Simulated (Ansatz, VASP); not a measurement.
TiSi6: VASP beside Ansatz

```
Ti Si
1.0
     4.61039    0.00000    0.00000
     0.00000    4.61039    0.00000
     0.00000    0.00000    4.61039
Ti Si
1 6
Direct
  0.00000 0.00000 0.00000
  0.19750 0.50000 0.50000
  0.50000 0.19750 0.50000
  0.80250 0.50000 0.50000
  0.50000 0.80250 0.50000
  0.50000 0.50000 0.19750
  0.50000 0.50000 0.80250
```

Change from the starting cell: species swapped into the LaB6 type (Pm-3m, No. 221).

Alike in both runs: task single point; functional PBE; k mesh 4 × 4 × 4; occupations gaussian, width 0.1 eV; no spin polarisation.

|  | VASP | Ansatz |
| --- | --- | --- |
| version | VASP 6.6.1 | Ansatz 0.2.0 |
| potentials or method | VASP PAW PBE potentials, release 64 (Ti_sv, Si), cutoff 520 eV | scalar-relativistic, plane waves, PAW |
| valence electrons in the cell | 36 | 36 |

|  | VASP | Ansatz | Ansatz less VASP |
| --- | --- | --- | --- |
| gap on the k mesh at the Fermi level (eV) | none | none | - |
| rms of the force components (eV/Å) | 2.789 | 2.836 | +0.0469 |

Atom by atom the forces differ by 0.047 eV/Å (rms over components). A gap of «none» marks a metal or a gap that the smearing closes. With one functional, cell and mesh, what is left measures potentials, basis and numerics.
